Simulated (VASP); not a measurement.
CoO: single point with PBE

CoO:

```xyz
2
Lattice="2.5705 0.0000 0.0000 0.0000 2.5705 0.0000 0.0000 0.0000 2.5705" Properties=species:S:1:pos:R:3 pbc="T T T"
Co    0.0000    0.0000    0.0000
O     1.2853    1.2853    1.2853
```

| Property | Result |
| --- | --- |
| Program | VASP 6.6.1 |
| Task | single point |
| Functional | PBE |
| Potentials or basis | VASP PAW PBE potentials, release 64 (Co, O) |
| Cutoff | 520 eV |
| k mesh | 10 × 10 × 10 |
| Occupations | fermi-dirac, width 0.05 eV |
| Spin | collinear spin, ferromagnetic start |
| Starting moments | [2.0, 0.0] μB |
| Dipole correction | no |
| Further INCAR settings | ALGO = Normal; EDIFF = 1e-07; NBANDS = 18 |

The pressure is 11.1 GPa. The band gap on the k mesh is zero (filled and empty bands overlap). The net moment is 3.00 μB per cell, the site moments are Co +2.49; O +0.45 μB and the valence electrons inside the program's atomic spheres are Co 7.89; O 4.96.

Levels at points of the mesh, in eV from the Fermi level:
Spin up:
| k point | band 5 | band 6 | band 7 | band 8 | band 9 | band 10 | band 11 | band 12 | band 13 | band 14 |
| --- | --- | --- | --- | --- | --- | --- | --- | --- | --- | --- |
| (0.00, 0.00, 0.00) | -2.98 | -2.98 | -2.53 | -2.53 | -2.53 | 1.06 | 15.78 | 15.78 | 20.74 | 20.74 |
| (0.50, 0.00, 0.00) | -4.11 | -2.44 | -1.59 | -0.28 | -0.28 | 6.52 | 8.53 | 16.57 | 18.16 | 18.16 |
| (0.50, 0.50, 0.00) | -3.16 | -3.15 | -3.15 | -2.01 | -1.55 | 6.00 | 11.61 | 11.61 | 17.25 | 25.11 |
| (0.50, 0.50, 0.50) | -1.51 | -1.51 | -0.25 | -0.25 | -0.25 | 6.92 | 6.92 | 6.92 | 15.52 | 22.46 |
Spin down:
```csv
k point,band 3,band 4,band 5,band 6,band 7,band 8,band 9,band 10
"(0.00, 0.00, 0.00)",-2.74,-2.16,-2.16,-2.16,0.50,0.50,0.50,1.76
"(0.50, 0.00, 0.00)",-3.15,-3.15,-2.27,0.50,0.61,1.90,1.90,6.99
"(0.50, 0.50, 0.00)",-6.02,-2.31,-1.14,-0.43,-0.28,-0.28,0.71,7.07
"(0.50, 0.50, 0.50)",-6.54,-6.54,0.75,0.75,2.22,2.22,2.22,7.26
```

It took 55 s on 1 thread of Intel Xeon 8259CL, with other jobs on the host, peak memory 0.15 GiB.

Caveat: a cell with one magnetic atom can't hold antiferromagnetic order, which such compounds often take; semilocal functionals often make such compounds metallic where correlation or magnetic order opens a gap, which also shifts bond lengths. With open d or f shells a metallic result of PBE can be an artefact of self-interaction; +U or a hybrid may open a gap.
